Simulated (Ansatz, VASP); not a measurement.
One calculation of Rh, two programs

```xyz
3
Lattice="3.6882 0.0000 0.0000 0.0000 3.6882 0.0000 0.0000 0.0000 3.6882" Properties=species:S:1:pos:R:3 pbc="T T T"
Rh    0.0000    1.8441    1.8441
Rh    1.8441    0.0000    1.8441
Rh    1.8441    1.8441    0.0000
```

Alike in both runs: functional PBE; k mesh 12 × 12 × 12; occupations gaussian, width 0.1 eV; collinear spin.

Ansatz relaxed the structure, and its values are those at the end. VASP's run is a single point on that final structure, the one shown.

```csv
,VASP,Ansatz
version,VASP 6.6.1,Ansatz 0.2.0
potentials or method,"VASP PAW PBE potentials, release 64 (Rh_pv), cutoff 520 eV","scalar-relativistic, plane waves, PAW"
valence electrons in the cell,45,51
```

Ansatz gave:

| Property | Result |
| --- | --- |
| gap on the k mesh at the Fermi level (eV) | none |
| pressure (GPa) | 0.0 |
| net moment per atom (μB) | 0.13 |
| size of the moment on the site where the two differ most (μB) | 0.13 |

**Question.** Estimate VASP's values.

**Answer.** gap on the k mesh at the Fermi level (eV): none; pressure (GPa): 0.1; net moment per atom (μB): 0.14; size of the moment on the site where the two differ most (μB): 0.14.

Site moments also hang on the region over which each program counts them. A gap of «none» marks a metal or a gap that the smearing closes. The functional is the same, so the differences come from potentials, cutoffs and numerics. VASP's potentials hold 45 valence electrons a cell and Ansatz's 51, so a difference there can come from the potentials and not from the codes.
